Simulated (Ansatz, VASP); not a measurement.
**BiTe: VASP beside Ansatz**

```
Bi Te
1.0
     0.00000    3.25642    3.25642
     3.25642    0.00000    3.25642
     3.25642    3.25642    0.00000
Bi Te
1 1
Direct
  0.00000 0.00000 0.00000
  0.50000 0.50000 0.50000
```

Change from the starting cell: volume scaled by 1.02, ions relaxed.

Alike in both runs: functional PBE; k mesh 13 × 13 × 13; occupations fermi-dirac, width 0.05 eV; no spin polarisation.

Ansatz relaxed the structure, and its values are those at the end. VASP's run is a single point on that final structure, the one shown.

```csv
,VASP,Ansatz
version,VASP 6.6.1,Ansatz 0.2.0
potentials or method,"VASP PAW PBE potentials, release 64 (Bi_d, Te)","plane-wave PAW, scalar-relativistic"
plane-wave cutoff (eV),520,420
valence electrons in the cell,21,31
```

```tsv
	VASP	Ansatz	Ansatz less VASP
pressure (GPa)	-0.2	-0.2	+0.05
```

The functional is the same, so the differences come from potentials, cutoffs and numerics. VASP's potentials hold 21 valence electrons a cell and Ansatz's 31, so a difference there can come from the potentials and not from the codes. Ansatz's warnings: stress scf threshold loose.

Neither program's run includes spin-orbit coupling.
